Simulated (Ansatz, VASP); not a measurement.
# SnO2: VASP beside Ansatz

INCAR

```
ALGO     = Normal         # electronic algorithm
EDIFF    = 1E-7           # SCF threshold, eV
ENCUT    = 520            # plane-wave cutoff, eV
GGA      = PE             # functional
ISIF     = 2              # what is computed and relaxed
ISMEAR   = 0              # smearing method
LASPH    = T              # aspherical terms in the spheres
LCHARG   = F              # write CHGCAR
LREAL    = F              # projectors in reciprocal space
LWAVE    = F              # write WAVECAR
NBANDS   = 64             # bands
NELM     = 100            # most SCF steps
PREC     = Accurate       # precision mode
SIGMA    = 0.05           # smearing width, eV
```

The input KPOINTS:

```
k-points
0
Gamma
  6 8 3
```

Contents of POSCAR:

```
SnO2
1.0
    0.0000000000     -4.8277049970      0.0000000000
    0.0000000000      0.0000000000     -3.2379909379
    9.6554099939     -1.4483114991      0.9713972814
Sn O
4 8
Direct
    0.7895050000      0.2104950000      0.7016500000
    0.9395050000      0.0604950000      0.2016500000
    0.2145050000      0.7854950000      0.9516500000
    0.3645050000      0.6354950000      0.4516500000
    0.4369091506      0.2564857630      0.8549525432
    0.5869091506      0.1064857630      0.3549525432
   -0.0461093234      0.7395042370      0.7983474568
    0.1038906766      0.5895042370      0.2983474568
    0.2921008494      0.0145042370      0.0483474568
    0.1421008494      0.1645042370      0.5483474568
    0.7751193234      0.5314857630      0.1049525432
    0.6251193234      0.6814857630      0.6049525432
```

Input for Ansatz:

```yaml
crystal:
  lattice:
    - [0.0, -4.827704997, 0.0]
    - [0.0, 0.0, -3.2379909379]
    - [9.6554099939, -1.4483114991, 0.9713972814]
  atoms:
    - { symbol: Sn, position: [0.789505, 0.210495, 0.70165] }
    - { symbol: Sn, position: [0.939505, 0.060495, 0.20165] }
    - { symbol: Sn, position: [0.214505, 0.785495, 0.95165] }
    - { symbol: Sn, position: [0.364505, 0.635495, 0.45165] }
    - { symbol: O, position: [0.4369091506, 0.256485763, 0.8549525432] }
    - { symbol: O, position: [0.5869091506, 0.106485763, 0.3549525432] }
    - { symbol: O, position: [-0.0461093234, 0.739504237, 0.7983474568] }
    - { symbol: O, position: [0.1038906766, 0.589504237, 0.2983474568] }
    - { symbol: O, position: [0.2921008494, 0.014504237, 0.0483474568] }
    - { symbol: O, position: [0.1421008494, 0.164504237, 0.5483474568] }
    - { symbol: O, position: [0.7751193234, 0.531485763, 0.1049525432] }
    - { symbol: O, position: [0.6251193234, 0.681485763, 0.6049525432] }
basis:
  ecutwfc: 420
kpoints:
  mp_grid: { grid: [6, 8, 3] }
hamiltonian:
  xc: pbe
scf:
  occupations: { method: gaussian, width: 0.05 }
output:
  forces: true
  stress: true
  eigenvalues: true
```

Alike in both runs: task single point; functional PBE; k mesh 6 × 8 × 3; occupations gaussian, width 0.05 eV; no spin polarisation.

|  | VASP | Ansatz |
| --- | --- | --- |
| version | VASP 6.6.1 | Ansatz 0.2.0 |
| potentials or method | VASP PAW PBE potentials, release 64 (Sn_d, O), cutoff 520 eV | scalar-relativistic, plane waves, PAW |
| valence electrons in the cell | 104 | 104 |

Ansatz gave:

- gap on the k mesh at the Fermi level (eV): 1.15
- least direct gap on the mesh (eV): 1.25
- rms of the force components (eV/Å): 26.993

Question: Estimate VASP's values.

Answer: gap on the k mesh at the Fermi level (eV): 1.06; least direct gap on the mesh (eV): 1.14; rms of the force components (eV/Å): 21.631.

Atom by atom the forces differ by 5.372 eV/Å (rms over components). With one functional, cell and mesh, what is left measures potentials, basis and numerics.
